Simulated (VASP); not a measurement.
# Ge (I4_1/amd) in VASP: further runs, part 2 of 2

VASP 6.6.1.

**3. Single point, PBEsol**

This run uses another cell than the first one, of 16.88 Å³/atom.

Input file INCAR:

```
PREC = Accurate
ENCUT = 520
EDIFF = 1E-7
ISMEAR = 1
SIGMA = 0.1
LREAL = F
LASPH = T
NELM = 100
ALGO = Normal
ISIF = 2
LWAVE = F
LCHARG = F
GGA = PS
NBANDS = 21
```

Input file KPOINTS:

```
regular mesh
0
Gamma
  12 12 12
```

Input file POSCAR:

```
Ge
1.0
   -2.4930341454      2.4930341454      1.3576938579
    2.4930341454     -2.4930341454      1.3576938579
    2.4930341454      2.4930341454     -1.3576938579
Ge
2
Direct
    0.2500000000      0.7500000000      0.5000000000
    0.5000000000      0.5000000000      0.0000000000
```

Potentials or basis: VASP PAW PBE potentials, release 64 (Ge_d).

Command:

```sh
> cat potpaw_PBE.64/Ge_d/POTCAR > POTCAR
> mpirun -np 1 vasp_std > vasp.out
```

OUTCAR:

```text
PREC = Accurate
   ENCUT = 520
   EDIFF = 1E-7
   ISMEAR = 1
   LREAL = F
   LASPH = T
   NELM = 100
   ISIF = 2
   GGA = PS

 ion  position               nearest neighbor table
   1  0.250  0.750  0.500-   2 2.58   2 2.58   2 2.58   2 2.58
   2  0.500  0.500  0.000-   1 2.58   1 2.58   1 2.58   1 2.58

  LATTYP: Found a body centered tetragonal cell.
 ALAT       =     4.9860682908
 C/A-ratio  =     0.5445949709

  Lattice vectors:

[... 762 lines left out ...]

 [... further k-points ...]

------------------------ aborting loop because EDIFF is reached ----------------------------------------

  FORCE on cell =-STRESS in cart. coord.  units (eV):
  Direction    XX          YY          ZZ          XY          YZ          ZX
  --------------------------------------------------------------------------------------
  -------------------------------------------------------------------------------------
  Total        1.7015721      1.7015721      1.6853250      0.0000000      0.0000000      0.0000000
  in kB       80.7686167     80.7686167     79.9974135      0.0000000      0.0000000      0.0000000
  external PRESSURE =      80.5115490 kB  Pullay stress =       0.0000000 kB

 VOLUME and BASIS-vectors are now :
 -----------------------------------------------------------------------------
  energy-cutoff  :      520.00
  volume of cell :       33.75
      direct lattice vectors                 reciprocal lattice vectors
    -2.493034145  2.493034145  1.357693858     0.000000000  0.200558825  0.368271534
     2.493034145 -2.493034145  1.357693858     0.200558825  0.000000000  0.368271534
     2.493034145  2.493034145 -1.357693858     0.200558825  0.200558825  0.000000000

 POSITION                                       TOTAL-FORCE (eV/Angst)
 -----------------------------------------------------------------------------------
      2.49303     -0.00000      0.67885        -0.000000      0.000000      0.000000
      0.00000      0.00000      1.35769         0.000000     -0.000000     -0.000000
 -----------------------------------------------------------------------------------
    total drift:                                0.000000     -0.000000      0.000000

  FREE ENERGIE OF THE ION-ELECTRON SYSTEM (eV)
  ---------------------------------------------------
  free  energy   TOTEN  =        -9.4700811733 eV

  energy  without entropy=       -9.4696178150  energy(sigma->0) =       -9.46992672
```

Run time: 78 s. Hardware: 1 thread of Intel Xeon Platinum 8488C (Sapphire Rapids), shared host; peak memory 0.22 GiB.

What came out:

| Item | Value |
| --- | --- |
| Free energy | -9.4701 eV |
| Pressure | 8.1 GPa |
| Band gap on the k mesh | zero (bands 14 and 15 overlap by 5.78 eV) |

Caveat: the cell stands under pressure; the PAW data sets were made with another functional, which shifts forces and pressure a little.

**4. Single point, PBEsol**

This run uses another cell than the first one, of 17.19 Å³/atom.

Input file INCAR:

```
SYSTEM = Ge
  PREC = Accurate
  ENCUT = 520
  EDIFF = 1E-6
  ISMEAR = 1
  SIGMA = 0.1
  LREAL = .False.
  LASPH = .True.
  NELM = 60
  ALGO = Normal
  ISIF = 2
  LWAVE = .False.
  LCHARG = .False.
  GGA = PS
  NBANDS = 21
```

Input file KPOINTS:

```
regular mesh
0
Gamma
  12 12 12
  0 0 0
```

Input file POSCAR:

```
Ge
1.0
   -2.5070739898      2.5070739898      1.3673899452
    2.5070739898     -2.5070739898      1.3673899452
    2.5070739898      2.5070739898     -1.3673899452
Ge
2
Direct
    0.2500000000      0.7500000000      0.5000000000
    0.5000000000      0.5000000000      0.0000000000
```

Command:

```sh
> cat potpaw_PBE.64/Ge_d/POTCAR > POTCAR
> mpirun -np 1 vasp_std > vasp.out
```

It took 69 s on 1 thread of Intel Xeon Platinum 8488C (Sapphire Rapids), shared host; peak memory 0.22 GiB.

Results (log left out):

```yaml
Free_energy: -9.4978 eV
Pressure: 5.9 GPa
Band_gap_on_the_k_mesh: zero (bands 14 and 15 overlap by 5.66 eV)
```

Stress tensor (GPa, compression positive):
```
5.97 0.00 0.00
0.00 5.97 0.00
0.00 0.00 5.88
```

Levels at points of the mesh, in eV from the Fermi level:
| k point | band 10 | band 11 | band 12 | band 13 | band 14 | band 15 | band 16 | band 17 | band 18 | band 19 |
| --- | --- | --- | --- | --- | --- | --- | --- | --- | --- | --- |
| (0.00, 0.00, 0.00) | -24.40 | -14.02 | -3.78 | -2.57 | -2.57 | 3.07 | 8.12 | 8.12 | 8.64 | 8.87 |
| (0.50, 0.00, 0.00) | -24.45 | -8.31 | -6.79 | -2.56 | -2.22 | -1.57 | 2.31 | 3.80 | 5.90 | 9.11 |
| (0.50, 0.50, 0.00) | -24.50 | -11.08 | -11.08 | 0.59 | 0.59 | 2.11 | 2.11 | 7.87 | 7.87 | 11.73 |
| (0.50, 0.50, 0.50) | -24.55 | -9.13 | -9.13 | -6.47 | -6.47 | 6.34 | 6.34 | 11.96 | 11.96 | 16.23 |

Caveat: the cell stands under pressure; the PAW data sets were made with another functional, which shifts forces and pressure a little.

**5. Single point, PBEsol**

This run uses another cell than the first one, of 17.53 Å³/atom.

Input file INCAR:

```
SYSTEM = Ge
PREC     = Accurate       ! precision mode
ENCUT    = 520            ! plane-wave cutoff, eV
EDIFF    = 1E-7           ! SCF threshold, eV
ISMEAR   = 1              ! smearing method
SIGMA    = 0.1            ! smearing width, eV
LREAL    = .False.        ! projectors in reciprocal space
LASPH    = .True.         ! aspherical terms in the spheres
NELM     = 100            ! most SCF steps
ALGO     = Normal         ! electronic algorithm
ISIF     = 2              ! what is computed and relaxed
LWAVE    = .False.        ! write WAVECAR
LCHARG   = .False.        ! write CHGCAR
GGA      = PS             ! functional
NBANDS   = 21             ! bands
```

Input file KPOINTS:

```
Automatic mesh
0
Gamma
  12 12 12
  0 0 0
```

Input file POSCAR:

```
Ge
1.0
   -2.5228973931      2.5228973931      1.3769515434
    2.5228973931     -2.5228973931      1.3769515434
    2.5228973931      2.5228973931     -1.3769515434
Ge
2
Direct
    0.2500000000      0.7500000000      0.5000000000
    0.5000000000      0.5000000000      0.0000000000
```

Command:

```sh
> cat potpaw_PBE.64/Ge_d/POTCAR > POTCAR
> mpirun -np 1 vasp_std > vasp.out
```

It took 93 s on 1 thread of Intel Xeon Platinum 8488C (Sapphire Rapids), shared host; peak memory 0.22 GiB.

It converged, with:

- Free energy: -9.5193 eV
- Pressure: 4.0 GPa
- Band gap on the k mesh: zero (bands 14 and 15 overlap by 5.52 eV)

Levels at points of the mesh, in eV from the Fermi level:
```csv
k point,band 10,band 11,band 12,band 13,band 14,band 15,band 16,band 17,band 18,band 19
"(0.00, 0.00, 0.00)",-24.38,-13.83,-3.83,-2.50,-2.50,3.12,8.00,8.00,8.48,8.70
"(0.50, 0.00, 0.00)",-24.43,-8.25,-6.69,-2.58,-2.15,-1.52,2.35,3.74,5.81,9.04
"(0.50, 0.50, 0.00)",-24.48,-10.94,-10.94,0.61,0.61,2.08,2.08,7.74,7.74,11.61
"(0.50, 0.50, 0.50)",-24.53,-9.05,-9.05,-6.32,-6.32,6.25,6.25,11.74,11.74,16.02
```

Caveat: the cell stands under pressure; the PAW data sets were made with another functional, which shifts forces and pressure a little.

**6. Single point, PBEsol**

This run uses another cell than the first one, of 17.91 Å³/atom.

Input file INCAR:

```
SYSTEM = Ge
PREC = Accurate
ENCUT = 520
EDIFF = 1E-7
ISMEAR = 1
SIGMA = 0.1
LREAL = .False.
LASPH = .True.
NELM = 60
ALGO = Normal
ISIF = 2
LWAVE = .False.
LCHARG = .False.
GGA = PS
NBANDS = 21
```

Input file KPOINTS:

```
regular mesh
0
Gamma
  12 12 12
  0 0 0
```

Input file POSCAR:

```
Ge
1.0
   -2.5401535314      2.5401535314      1.3880450892
    2.5401535314     -2.5401535314      1.3880450892
    2.5401535314      2.5401535314     -1.3880450892
Ge
2
Direct
    0.2500000000      0.7500000000      0.5000000000
    0.5000000000      0.5000000000      0.0000000000
```

Potentials or basis: VASP PAW PBE potentials, release 64 (Ge_d).

Command:

```sh
> cat potpaw_PBE.64/Ge_d/POTCAR > POTCAR
> mpirun -np 1 vasp_std > vasp.out
```

It took 99 s on 1 thread of Intel Xeon Platinum 8488C (Sapphire Rapids), shared host; peak memory 0.23 GiB.

It converged, with:

- Free energy: -9.5341 eV
- Pressure: 2.0 GPa
- Band gap on the k mesh: zero (bands 14 and 15 overlap by 5.38 eV)

Stress tensor (GPa, compression positive):
```
1.94 0.00 0.00
0.00 1.94 0.00
0.00 0.00 2.02
```

Levels at points of the mesh, in eV from the Fermi level:
| k point | band 11 | band 12 | band 13 | band 14 | band 15 | band 16 | band 17 | band 18 |
| --- | --- | --- | --- | --- | --- | --- | --- | --- |
| (0.00, 0.00, 0.00) | -13.62 | -3.88 | -2.42 | -2.42 | 3.19 | 7.87 | 7.87 | 8.29 |
| (0.50, 0.00, 0.00) | -8.19 | -6.58 | -2.60 | -2.08 | -1.47 | 2.39 | 3.67 | 5.70 |
| (0.50, 0.50, 0.00) | -10.78 | -10.78 | 0.63 | 0.63 | 2.04 | 2.04 | 7.59 | 7.59 |
| (0.50, 0.50, 0.50) | -8.96 | -8.96 | -6.16 | -6.16 | 6.14 | 6.14 | 11.50 | 11.50 |

Caveat: the PAW data sets were made with another functional, which shifts forces and pressure a little.

**7. Overview**

```tsv
task	cell	cutoff (eV)	gap on the mesh (eV)	pressure (GPa)
relaxation of cell and atoms	relaxed to 8 GPa from a = 3.900 Å, angles 97.4, 97.4, 138.0°, 2 atoms	600	none	8.0
single point	a = 3.778 Å, angles 97.4, 97.4, 137.9°, 2 atoms	520	none	8.1
single point	a = 3.800 Å, angles 97.4, 97.4, 137.8°, 2 atoms	520	none	5.9
single point	a = 3.824 Å, angles 97.4, 97.4, 137.8°, 2 atoms	520	none	4.0
single point	a = 3.851 Å, angles 97.5, 97.5, 137.7°, 2 atoms	520	none	2.0
```

Alike in all rows: level PBEsol; potentials or basis VASP PAW PBE potentials, release 64 (Ge_d); no spin polarisation; k mesh 12 × 12 × 12; smearing methfessel-paxton 0.1 eV.

Caveats: the PAW data sets were made with another functional, which shifts forces and pressure a little; the cell stands under pressure (at least some runs); the cell is relaxed towards a set pressure, so the run minimises the enthalpy, not the energy (at least some runs).

Total energies depend on the potentials used, so only differences within one code and one set of settings carry meaning.
